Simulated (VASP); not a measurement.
# CdS (F-43m) in VASP: a series of runs

Runs on CdS. Level: PBE. Tasks: single point.

Everything below comes from runs of VASP 6.6.1. Logs are shortened: lines on timing, memory, paths and dates and some standing lists are left out, and cuts for length are marked.

**1. The cell of the first run**

The structure is cubic, space group F-43m (No. 216). The conventional cell has a = 5.354 Å, b = 5.354 Å, c = 5.354 Å, α = 90.00°, β = 90.00°, γ = 90.00°. Within 3.1 Å of Cd (site symmetry -43m) lie 4 S at 2.32 Å. Within 3.1 Å of S (site symmetry -43m) lie 4 Cd at 2.32 Å.

**2. Single point, PBE (strain -0.080 along x and y, -0.080 along z)**

Input file INCAR:

```
PREC = Accurate
ENCUT = 520
EDIFF = 1E-6
ISMEAR = 0
SIGMA = 0.05
LREAL = F
LASPH = T
NELM = 100
ALGO = Normal
ISIF = 2
LWAVE = F
LCHARG = F
GGA = PE
NBANDS = 16
```

Input file KPOINTS:

```
regular mesh
0
Gamma
  8 8 8
```

Input file POSCAR:

```
CdS
1.0
    0.0000000000      2.6772000000      2.6772000000
    2.6772000000      0.0000000000      2.6772000000
    2.6772000000      2.6772000000      0.0000000000
Cd S
1 1
Direct
    0.0000000000      0.0000000000      0.0000000000
    0.7500000000      0.7500000000      0.7500000000
```

Potentials or basis: VASP PAW PBE potentials, release 64 (Cd, S).

On the command line:

```sh
$ cat potpaw_PBE.64/Cd/POTCAR potpaw_PBE.64/S/POTCAR > POTCAR
$ mpirun -np 1 vasp_std > vasp.out
```

OUTCAR:

```text
PREC = Accurate
   ENCUT = 520
   EDIFF = 1E-6
   ISMEAR = 0
   LREAL = F
   LASPH = T
   NELM = 100
   ISIF = 2
   GGA = PE

 ion  position               nearest neighbor table
   1  0.000  0.000  0.000-   2 2.32   2 2.32   2 2.32   2 2.32
   2  0.750  0.750  0.750-   1 2.32   1 2.32   1 2.32   1 2.32

  LATTYP: Found a face centered cubic cell.
 ALAT       =     5.3544000000

  Lattice vectors:

 A1 = (   0.0000000000,   2.6772000000,   2.6772000000)
 A2 = (   2.6772000000,   0.0000000000,   2.6772000000)
 A3 = (   2.6772000000,   2.6772000000,   0.0000000000)

Analysis of symmetry for initial positions (statically):
=====================================================================
 Subroutine PRICEL returns:
 Original cell was already a primitive cell.

 Routine SETGRP: Setting up the symmetry group for a
 face centered cubic supercell.

 Subroutine GETGRP returns: Found 24 space group operations
 (whereof 24 operations were pure point group operations)
 out of a pool of 48 trial point group operations.

The static configuration has the point symmetry T_d .

Analysis of symmetry for dynamics (positions and initial velocities):
=====================================================================
 Subroutine PRICEL returns:
 Original cell was already a primitive cell.

 Routine SETGRP: Setting up the symmetry group for a
 face centered cubic supercell.

 Subroutine GETGRP returns: Found 24 space group operations
 (whereof 24 operations were pure point group operations)
 out of a pool of 48 trial point group operations.

The dynamic configuration has the point symmetry T_d .

 Subroutine INISYM returns: Found 24 space group operations
 (whereof 24 operations are pure point group operations),
 and found     1 'primitive' translations

----------------------------------------------------------------------------------------

                                     Primitive cell

  volume of cell :      38.3771

  direct lattice vectors                    reciprocal lattice vectors
     0.000000000  2.677200000  2.677200000    -0.186762289  0.186762289  0.186762289
     2.677200000  0.000000000  2.677200000     0.186762289 -0.186762289  0.186762289
     2.677200000  2.677200000  0.000000000     0.186762289  0.186762289 -0.186762289

  length of vectors
     3.786132549  3.786132549  3.786132549     0.323481773  0.323481773  0.323481773

  position of ions in fractional coordinates (direct lattice)
     0.000000000  0.000000000  0.000000000
     0.750000000  0.750000000  0.750000000

  ion indices of the primitive-cell ions
   primitive index   ion index
                 1           1
                 2           2

----------------------------------------------------------------------------------------

 KPOINTS: regular mesh

Automatic generation of k-mesh.
 Grid dimensions read from file:
 generate k-points for:    8    8    8

 Generating k-lattice:

  Cartesian coordinates                     Fractional coordinates (reciprocal lattice)
    -0.023345286  0.023345286  0.023345286     0.125000000  0.000000000  0.000000000
     0.023345286 -0.023345286  0.023345286     0.000000000  0.125000000  0.000000000
     0.023345286  0.023345286 -0.023345286     0.000000000  0.000000000  0.125000000

  Length of vectors
     0.040435222  0.040435222  0.040435222

  Shift w.r.t. Gamma in fractional coordinates (k-lattice)
     0.000000000  0.000000000  0.000000000

 Subroutine IBZKPT returns following result:
 ===========================================

 Found     29 irreducible k-points:

 Following reciprocal coordinates:
            Coordinates               Weight
  0.000000  0.000000  0.000000      1.000000
  0.125000  0.000000  0.000000      8.000000
  0.250000  0.000000  0.000000      8.000000
  0.375000  0.000000  0.000000      8.000000
  0.500000  0.000000  0.000000      4.000000
  0.125000  0.125000  0.000000      6.000000
[... 16 lines left out ...]
  0.500000  0.250000  0.125000     48.000000
 -0.375000  0.250000  0.125000     24.000000
 [... further k-points ...]
   k-points           NKPTS =     29   k-points in BZ     NKDIM =     29   number of bands    NBANDS=     16
   number of dos      NEDOS =    301   number of ions     NIONS =      2
   total plane-waves  NPLWV =  21952
   dimension x,y,z NGX =    28 NGY =   28 NGZ =   28
   dimension x,y,z NGXF=    56 NGYF=   56 NGZF=   56
   ions per type =               1   1
   NGX,Y,Z   is equivalent  to a cutoff of  12.29, 12.29, 12.29 a.u.
   NGXF,Y,Z  is equivalent  to a cutoff of  24.59, 24.59, 24.59 a.u.
 SYSTEM =  unknown system
   PREC   = accura    normal or accurate (medium, high low for compatibility)
   ISTART =      0    job   : 0-new  1-cont  2-samecut
   ICHARG =      2    charge: 1-file 2-atom 10-const
   ISPIN  =      1    spin polarized calculation?
   LNONCOLLINEAR =      F non collinear calculations
   LSORBIT =      F    spin-orbit coupling
   LASPH  =      T    aspherical Exc in radial PAW
   ENCUT  =  520.0 eV  38.22 Ry    6.18 a.u.   7.04  7.04  7.04*2*pi/ulx,y,z
   NELM   =    100;   NELMIN=  2; NELMDL= -5     # of ELM steps
   EDIFF  = 0.1E-05   stopping-criterion for ELM
   LREAL  =      F    real-space projection
   EDIFFG = 0.1E-04   stopping-criterion for IOM
   NSW    =      0    number of steps for IOM
   IBRION =     -1    ionic relax: 0-MD 1-quasi-New 2-CG
   NFREE  =      0    steps in history (QN), initial steepest desc. (CG)
   ISIF   =      2    stress and relaxation
   ISYM   =      2    0-nonsym 1-usesym 2-fastsym
   POTIM  = 0.5000    time-step for ionic-motion
   TEBEG  =    0.0;   TEEND  =   0.0 temperature during run
   PSTRESS=    0.0 pullay stress
   NELECT =      18.0000    total number of electrons
   NUPDOWN=      -1.0000    fix difference up-down
   EMIN   =  10.00;   EMAX   =-10.00  energy-range for DOS
   EFERMI =   0.00;   METHOD = LEGACY
   ISMEAR =     0;   SIGMA  =   0.05  broadening in eV -4-tet -1-fermi 0-gaus
   EFERMI_NEDOS =   21; number of points for ismear=-14 and -15
   IALGO  =     38    algorithm
   IMIX   =      4    mixing-type and parameters
     AMIX     =   0.40;   BMIX     =  1.00
     AMIX_MAG =   1.60;   BMIX_MAG =  1.00
  volume/ion in A,a.u.               =      19.19       129.49
  Fermi-wavevector in a.u.,A,eV,Ry     =   1.271964  2.403664 22.012766  1.617893
  Thomas-Fermi vector in A             =   2.404868
   LORBIT       =      0    0 simple, 1 ext, 2 COOP (PROOUT), +10 PAW based schemes
   GGA     = PE    functional components
   LHFCALC =     F    Hartree Fock is set to
   AEXX    =    0.0000 exact exchange contribution
   IVDW    =     0    specifies the selected vdW correction
   LEPSILON=     F    determine dielectric tensor
   LRPA    =     F    only Hartree local field effects (RPA)
 non-spin polarized calculation
 Gauss-broadening in eV      SIGMA  =   0.05
  energy-cutoff  :      520.00
  volume of cell :       38.38
 maximum number of plane-waves:      1056
   NGX = 15   NGY = 15   NGZ = 15

 number of electron      18.0000006 magnetization

 Free energy of the ion-electron system (eV)
  ---------------------------------------------------
  ext. energy  EPLUGINS =         0.00000000
  ---------------------------------------------------
  free energy    TOTEN  =        -5.04506974 eV

  energy without entropy =       -5.04506974  energy(sigma->0) =       -5.04506974

 E-fermi :   4.2415     XC(G=0): -10.4142

 val. band max:        3.9607043139   @ k =   0.0000   0.0000   0.0000
 cond. band min:       5.6049118014   @ k =   0.0000   0.0000   0.0000
 fundamental gap:      1.6442074875
 Fermi energy:         4.2414624545

 k-point     1 :       0.0000    0.0000    0.0000
  band No.  band energies     occupation
      1     -10.3899      2.00000
      2      -5.1795      2.00000
      3      -5.1795      2.00000
      4      -5.1795      2.00000
      5      -4.2606      2.00000
      6      -4.2606      2.00000
[... 8 lines left out ...]
     15      15.7294      0.00000
     16      16.7026      0.00000

 k-point     2 :       0.1250    0.0000    0.0000
  band No.  band energies     occupation
      1     -10.2865      2.00000
      2      -5.1386      2.00000
      3      -5.1386      2.00000
      4      -5.1242      2.00000
      5      -4.2640      2.00000
      6      -4.2640      2.00000
[... 8 lines left out ...]
     15      15.0089      0.00000
     16      16.7267      0.00000

 k-point     3 :       0.2500    0.0000    0.0000
  band No.  band energies     occupation
      1     -10.0340      2.00000
      2      -5.0502      2.00000
      3      -5.0502      2.00000
      4      -4.8793      2.00000
      5      -4.2546      2.00000
      6      -4.2546      2.00000
[... 8 lines left out ...]
     15      14.7527      0.00000
     16      15.8806      0.00000

 k-point     4 :       0.3750    0.0000    0.0000
  band No.  band energies     occupation
      1      -9.7819      2.00000
      2      -4.9833      2.00000
      3      -4.9833      2.00000
      4      -4.2858      2.00000
      5      -4.2121      2.00000
      6      -4.2121      2.00000
[... 8 lines left out ...]
     15      15.8157      0.00000
     16      15.8157      0.00000
[... 324 lines left out ...]
 k-point    22 :       0.3750    0.2500    0.1250
  band No.  band energies     occupation
      1      -9.8483      2.00000
      2      -4.9831      2.00000
      3      -4.9141      2.00000
      4      -4.7518      2.00000
      5      -4.2836      2.00000
      6      -4.1563      2.00000
[... 8 lines left out ...]
     15      16.3997      0.00000
     16      18.6528      0.00000

 k-point    23 :       0.5000    0.2500    0.1250
  band No.  band energies     occupation
      1      -9.6513      2.00000
      2      -4.9089      2.00000
      3      -4.8486      2.00000
      4      -4.4683      2.00000
      5      -4.2012      2.00000
      6      -3.8790      2.00000
[... 8 lines left out ...]
     15      17.3213      0.00000
     16      18.2386      0.00000

 k-point    24 :      -0.3750    0.2500    0.1250
  band No.  band energies     occupation
      1      -9.5722      2.00000
      2      -4.9040      2.00000
      3      -4.8124      2.00000
      4      -4.3416      2.00000
      5      -4.2126      2.00000
      6      -3.3835      2.00000
[... 8 lines left out ...]
     15      16.7722      0.00000
     16      17.9961      0.00000

 [... further k-points ...]

------------------------ aborting loop because EDIFF is reached ----------------------------------------

  FORCE on cell =-STRESS in cart. coord.  units (eV):
  Direction    XX          YY          ZZ          XY          YZ          ZX
  --------------------------------------------------------------------------------------
  -------------------------------------------------------------------------------------
  Total        8.0722720      8.0722720      8.0722720      0.0000000      0.0000000     -0.0000000
  in kB      337.0031245    337.0031245    337.0031245      0.0000000      0.0000000     -0.0000000
  external PRESSURE =     337.0031245 kB  Pullay stress =       0.0000000 kB

 VOLUME and BASIS-vectors are now :
 -----------------------------------------------------------------------------
  energy-cutoff  :      520.00
  volume of cell :       38.38
      direct lattice vectors                 reciprocal lattice vectors
     0.000000000  2.677200000  2.677200000    -0.186762289  0.186762289  0.186762289
     2.677200000  0.000000000  2.677200000     0.186762289 -0.186762289  0.186762289
     2.677200000  2.677200000  0.000000000     0.186762289  0.186762289 -0.186762289

 POSITION                                       TOTAL-FORCE (eV/Angst)
 -----------------------------------------------------------------------------------
      0.00000      0.00000      0.00000        -0.000000     -0.000000     -0.000000
      4.01580      4.01580      4.01580         0.000000      0.000000      0.000000
 -----------------------------------------------------------------------------------
    total drift:                               -0.000000     -0.000000     -0.000000

  FREE ENERGIE OF THE ION-ELECTRON SYSTEM (eV)
  ---------------------------------------------------
  free  energy   TOTEN  =        -5.0450697391 eV

  energy  without entropy=       -5.0450697391  energy(sigma->0) =       -5.04506974
```

Run time: 15 s. Hardware: 1 thread of Intel Xeon 8259CL, shared host; peak memory 0.16 GiB.

What came out:

| Property | Result |
| --- | --- |
| Free energy | -5.0451 eV |
| Pressure | 33.7 GPa |
| Band gap on the k mesh | 1.64 eV |

Levels at points of the mesh, in eV from the valence-band top:
| k point | band 5 | band 6 | band 7 | band 8 | band 9 | band 10 | band 11 | band 12 | band 13 | band 14 |
| --- | --- | --- | --- | --- | --- | --- | --- | --- | --- | --- |
| (0.00, 0.00, 0.00) | -8.22 | -8.22 | 0.00 | 0.00 | 0.00 | 1.64 | 6.29 | 6.29 | 6.29 | 11.77 |
| (0.50, 0.00, 0.00) | -8.14 | -7.57 | -6.28 | -1.21 | -1.21 | 3.25 | 6.83 | 6.83 | 8.09 | 12.01 |
| (0.50, 0.50, 0.00) | -8.04 | -7.49 | -5.23 | -2.97 | -2.97 | 2.99 | 4.36 | 10.53 | 12.24 | 12.29 |

Caveat: the cell differs from its parent crystal (strain -0.080 along x and y, -0.080 along z); the cell stands under pressure.

**3. Single point, PBE (strain -0.040 along x and y, -0.040 along z)**

Input file INCAR:

```
PREC = Accurate
ENCUT = 520
EDIFF = 1E-6
ISMEAR = 0
SIGMA = 0.05
LREAL = False
LASPH = True
NELM = 80
ALGO = Normal
ISIF = 2
LWAVE = False
LCHARG = False
GGA = PE
NBANDS = 16
```

KPOINTS is that of step 2.

Input file POSCAR:

```
CdS
1.0
    0.0000000000      2.7936000000      2.7936000000
    2.7936000000      0.0000000000      2.7936000000
    2.7936000000      2.7936000000      0.0000000000
Cd S
1 1
Direct
    0.0000000000      0.0000000000      0.0000000000
    0.7500000000      0.7500000000      0.7500000000
```

Potentials or basis: VASP PAW PBE potentials, release 64 (Cd, S).

On the command line:

```sh
$ cat potpaw_PBE.64/Cd/POTCAR potpaw_PBE.64/S/POTCAR > POTCAR
$ mpirun -np 1 vasp_std > vasp.out
```

OUTCAR:

```text
PREC = Accurate
   ENCUT = 520
   EDIFF = 1E-6
   ISMEAR = 0
   LREAL = False
   LASPH = True
   NELM = 80
   ISIF = 2
   GGA = PE

 ion  position               nearest neighbor table
   1  0.000  0.000  0.000-   2 2.42   2 2.42   2 2.42   2 2.42
   2  0.750  0.750  0.750-   1 2.42   1 2.42   1 2.42   1 2.42

  LATTYP: Found a face centered cubic cell.
 ALAT       =     5.5872000000

  Lattice vectors:

 A1 = (   0.0000000000,   2.7936000000,   2.7936000000)
 A2 = (   2.7936000000,   0.0000000000,   2.7936000000)
 A3 = (   2.7936000000,   2.7936000000,   0.0000000000)

Analysis of symmetry for initial positions (statically):
=====================================================================
 Subroutine PRICEL returns:
 Original cell was already a primitive cell.

 Routine SETGRP: Setting up the symmetry group for a
 face centered cubic supercell.

 Subroutine GETGRP returns: Found 24 space group operations
 (whereof 24 operations were pure point group operations)
 out of a pool of 48 trial point group operations.

The static configuration has the point symmetry T_d .

Analysis of symmetry for dynamics (positions and initial velocities):
[... 160 lines left out ...]
 E-fermi :   2.7472     XC(G=0):  -9.7706

 val. band max:        2.5310557903   @ k =   0.0000   0.0000   0.0000
 cond. band min:       3.9494289566   @ k =   0.0000   0.0000   0.0000
 fundamental gap:      1.4183731663
 Fermi energy:         2.7472080903

 k-point     1 :       0.0000    0.0000    0.0000
  band No.  band energies     occupation
      1     -10.7324      2.00000
      2      -5.7845      2.00000
      3      -5.7845      2.00000
      4      -5.7845      2.00000
      5      -5.1048      2.00000
      6      -5.1048      2.00000
[... 433 lines left out ...]
      3      -5.5060      2.00000
      4      -5.1514      2.00000
      5      -5.0685      2.00000
      6      -4.4383      2.00000
[... 8 lines left out ...]
     15      15.1352      0.00000
     16      16.1309      0.00000

 [... further k-points ...]

------------------------ aborting loop because EDIFF is reached ----------------------------------------

  FORCE on cell =-STRESS in cart. coord.  units (eV):
  Direction    XX          YY          ZZ          XY          YZ          ZX
  --------------------------------------------------------------------------------------
  -------------------------------------------------------------------------------------
  Total        4.0251797      4.0251797      4.0251797     -0.0000000      0.0000000      0.0000000
  in kB      147.9017080    147.9017080    147.9017080     -0.0000000      0.0000000      0.0000000
  external PRESSURE =     147.9017080 kB  Pullay stress =       0.0000000 kB

 VOLUME and BASIS-vectors are now :
 -----------------------------------------------------------------------------
  energy-cutoff  :      520.00
  volume of cell :       43.60
      direct lattice vectors                 reciprocal lattice vectors
     0.000000000  2.793600000  2.793600000    -0.178980527  0.178980527  0.178980527
     2.793600000  0.000000000  2.793600000     0.178980527 -0.178980527  0.178980527
     2.793600000  2.793600000  0.000000000     0.178980527  0.178980527 -0.178980527

 POSITION                                       TOTAL-FORCE (eV/Angst)
 -----------------------------------------------------------------------------------
      0.00000      0.00000      0.00000        -0.000000     -0.000000     -0.000000
      4.19040      4.19040      4.19040         0.000000      0.000000      0.000000
 -----------------------------------------------------------------------------------
    total drift:                                0.000000      0.000000      0.000000

  FREE ENERGIE OF THE ION-ELECTRON SYSTEM (eV)
  ---------------------------------------------------
  free  energy   TOTEN  =        -5.8061998445 eV

  energy  without entropy=       -5.8061998445  energy(sigma->0) =       -5.80619984
```

stdout:

```text
POSCAR found type information on POSCAR CdS
 POSCAR found :  2 types and       2 ions
 scaLAPACK will be used
 LDA part: xc-table for (Slater+PW92), standard interpolation
 POSCAR, INCAR and KPOINTS ok, starting setup
 FFT: planning ... GRIDC
 FFT: planning ... GRID_SOFT
 FFT: planning ... GRID
 WAVECAR not read
 entering main loop
```

Wall time 21 s (1 thread of Intel Xeon 8259CL, shared host); peak memory 0.17 GiB.

What came out:

```yaml
Free_energy: -5.8062 eV
Pressure: 14.8 GPa
Band_gap_on_the_k_mesh: 1.42 eV
```

Caveat: the cell differs from its parent crystal (strain -0.040 along x and y, -0.040 along z); the cell stands under pressure.

**4. Single point, PBE (strain +0.040 along x and y, +0.040 along z)**

Input file INCAR:

```
PREC = Accurate
ENCUT = 520
EDIFF = 1E-6
ISMEAR = 0
SIGMA = 0.05
LREAL = F
LASPH = T
NELM = 60
ALGO = Normal
ISIF = 2
LWAVE = F
LCHARG = F
GGA = PE
NBANDS = 16
```

Input file KPOINTS:

```
Automatic mesh
0
Gamma
  8 8 8
```

Input file POSCAR:

```
CdS
1.0
    0.0000000000      3.0264000000      3.0264000000
    3.0264000000      0.0000000000      3.0264000000
    3.0264000000      3.0264000000      0.0000000000
Cd S
1 1
Direct
    0.0000000000      0.0000000000      0.0000000000
    0.7500000000      0.7500000000      0.7500000000
```

On the command line:

```sh
$ cat potpaw_PBE.64/Cd/POTCAR potpaw_PBE.64/S/POTCAR > POTCAR
$ mpirun -np 1 vasp_std > vasp.out
```

It took 21 s on 1 thread of Intel Xeon 8259CL, shared host; peak memory 0.18 GiB.

Results (log left out):

| Item | Value |
| --- | --- |
| Free energy | -6.1202 eV |
| Pressure | -2.7 GPa |
| Band gap on the k mesh | 0.90 eV |

Levels at points of the mesh, in eV from the valence-band top:
```
           k point  band 6  band 7  band 8  band 9  band 10  band 11  band 12  band 13
(0.00, 0.00, 0.00)   -7.06    0.00    0.00    0.00     0.90     6.54     6.54     6.54
(0.50, 0.00, 0.00)   -6.77   -3.78   -0.61   -0.61     2.82     6.98     6.98     7.12
(0.50, 0.50, 0.00)   -6.71   -3.49   -1.52   -1.52     3.72     4.16     8.80    10.11
```

Caveat: the cell differs from its parent crystal (strain +0.040 along x and y, +0.040 along z).

**5. Summary**

```csv
cell,gap on the mesh (eV),pressure (GPa)
"a = 3.786 Å, angles 60.0°, 2 atoms",1.64,33.7
"a = 3.951 Å, angles 60.0°, 2 atoms",1.42,14.8
"a = 4.280 Å, angles 60.0°, 2 atoms",0.90,-2.7
```

Alike in all rows: task single point; level PBE; potentials or basis VASP PAW PBE potentials, release 64 (Cd, S); no spin polarisation; k mesh 8 × 8 × 8; cutoff (eV) 520; smearing gaussian 0.05 eV.

Caveats: the cell stands under pressure (at least some runs).

Total energies depend on the potentials used, so only differences within one code and one set of settings carry meaning.
